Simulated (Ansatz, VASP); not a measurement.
Hf2Si in VASP and in Ansatz

File POSCAR:

```
Hf2Si
1.0
   -3.3247382096      3.3247382096      2.5144488424
    3.3247382096     -3.3247382096      2.5144488424
    3.3247382096      3.3247382096     -2.5144488424
Hf Si
4 2
Direct
    0.8434478117      0.6565521883      0.5000000000
    0.3434478117      0.8434478117      0.1868956234
    0.1565521883      0.3434478117      0.5000000000
    0.6565521883      0.1565521883      0.8131043766
    0.7500000000      0.7500000000      0.0000000000
    0.2500000000      0.2500000000      0.0000000000
```

INCAR.step1

```
SYSTEM = Hf2Si
PREC = Accurate ; ENCUT = 520
ISMEAR = 0 ; SIGMA = 0.15
LREAL = .FALSE. ; LASPH = .TRUE.
NELM = 60 ; NBANDS = 33
GGA = PE ; ALGO = Normal
EDIFF = 1E-4 ; LWAVE = .TRUE.
LCHARG = .FALSE. ; KPAR = 4
```

INCAR.step2

```
SYSTEM = Hf2Si
PREC = Accurate ; ENCUT = 520
EDIFF = 1E-6 ; ISMEAR = 0
SIGMA = 0.15 ; LREAL = .FALSE.
LASPH = .TRUE. ; NELM = 60
ALGO = Normal ; ISIF = 2
LWAVE = .FALSE. ; LCHARG = .TRUE.
METAGGA = R2SCAN ; LMIXTAU = .TRUE.
LVHAR = .TRUE. ; NBANDS = 33
ISTART = 1 ; KPAR = 4
```

KPOINTS

```
Automatic mesh
0
G
  14 14 14
  0 0 0
```

Input for Ansatz:

```yaml
crystal:
  lattice:
    - [-3.3247382096, 3.3247382096, 2.5144488424]
    - [3.3247382096, -3.3247382096, 2.5144488424]
    - [3.3247382096, 3.3247382096, -2.5144488424]
  atoms:
    - { symbol: Hf, position: [0.8434478117, 0.6565521883, 0.5] }
    - { symbol: Hf, position: [0.3434478117, 0.8434478117, 0.1868956234] }
    - { symbol: Hf, position: [0.1565521883, 0.3434478117, 0.5] }
    - { symbol: Hf, position: [0.6565521883, 0.1565521883, 0.8131043766] }
    - { symbol: Si, position: [0.75, 0.75, 0.0] }
    - { symbol: Si, position: [0.25, 0.25, 0.0] }
basis:
  ecutwfc: 500
kpoints:
  mp_grid: { grid: [14, 14, 14] }
hamiltonian:
  xc: r2scan
scf:
  occupations: { method: gaussian, width: 0.15 }
output:
  forces: true
  stress: true
  eigenvalues: true
```

Alike in both runs: task single point; functional r2SCAN; k mesh 14 × 14 × 14; occupations gaussian, width 0.15 eV; no spin polarisation.

```csv
,VASP,Ansatz
version,VASP 6.6.1,Ansatz 0.2.0
potentials or method,"VASP PAW PBE potentials, release 64 (Hf_pv, Si), cutoff 520 eV","scalar-relativistic, plane waves, PAW"
valence electrons in the cell,48,112
```

```csv
,VASP,Ansatz,Ansatz less VASP
gap on the k mesh at the Fermi level (eV),none,none,-
pressure (GPa),-0.3,0.2,+0.55
"traceless stress, the component that is largest in VASP (GPa)",5.91,5.95,+0.041
rms of the force components (eV/Å),0.046,0.040,-0.0062
```

VASP's potentials were made for PBE, not for r2SCAN. Atom by atom the forces differ by 0.006 eV/Å (rms over components). A gap of «none» marks a metal or a gap that the smearing closes. The functional is the same, so the differences come from potentials, cutoffs and numerics. VASP's potentials hold 48 valence electrons a cell and Ansatz's 112, so a difference there can come from the potentials and not from the codes.

Neither program's run includes spin-orbit coupling.
